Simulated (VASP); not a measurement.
Set up this calculation in VASP 6.6.1, as the native input.

| Property | Result |
| --- | --- |
| Task | single point |
| Functional | LDA |
| Potentials or basis | VASP PAW LDA potentials, release 64 (Cu, Au) |
| Cutoff | 600 eV |
| k mesh | 7 × 7 × 7 |
| Occupations | fermi-dirac, width 0.05 eV |
| Spin | no spin polarisation |
| Dipole correction | no |
| Further INCAR settings | ALGO = Normal; EDIFF = 1e-06; NBANDS = 30 |

The structure of Cu3Au lies in POSCAR:

```
Cu3Au
1.0
    3.6684350276      0.0000000000      0.0000000000
    0.0000000000      3.6684350276      0.0000000000
    0.0000000000      0.0000000000      3.6684350276
Cu Au
3 1
Direct
    0.0000000000      0.5000000000      0.5000000000
    0.5000000000      0.0000000000      0.5000000000
    0.5000000000      0.5000000000      0.0000000000
    0.0000000000      0.0000000000      0.0000000000
```

The input as run:

INCAR

```
SYSTEM = Cu3Au
PREC = Accurate
ENCUT = 600
EDIFF = 1E-6
ISMEAR = -1
SIGMA = 0.05
LREAL = .FALSE.
LASPH = .TRUE.
NELM = 120
ALGO = Normal
ISIF = 2
LWAVE = .FALSE.
LCHARG = .FALSE.
GGA = CA
NBANDS = 30
GGA_COMPAT = .FALSE.
```

KPOINTS

```
regular mesh
0
G
  7 7 7
  0 0 0
```

Potentials or basis: VASP PAW LDA potentials, release 64 (Cu, Au).

Run with:

```console
$ cat potpaw_LDA.64/Cu/POTCAR potpaw_LDA.64/Au/POTCAR > POTCAR
$ mpirun -np 1 vasp_std > vasp.out
```

Results of the run:

The pressure is 1.1 GPa and the band gap on the k mesh is zero (bands 22 and 23 overlap by 1.76 eV).

Caveat: spin-orbit coupling is left out, which moves the levels of the heavy elements.

Run time: 16 s on 1 thread of Intel(R) Xeon(R) 6975P-C (Granite Rapids), on a shared host, peak memory 0.16 GiB.
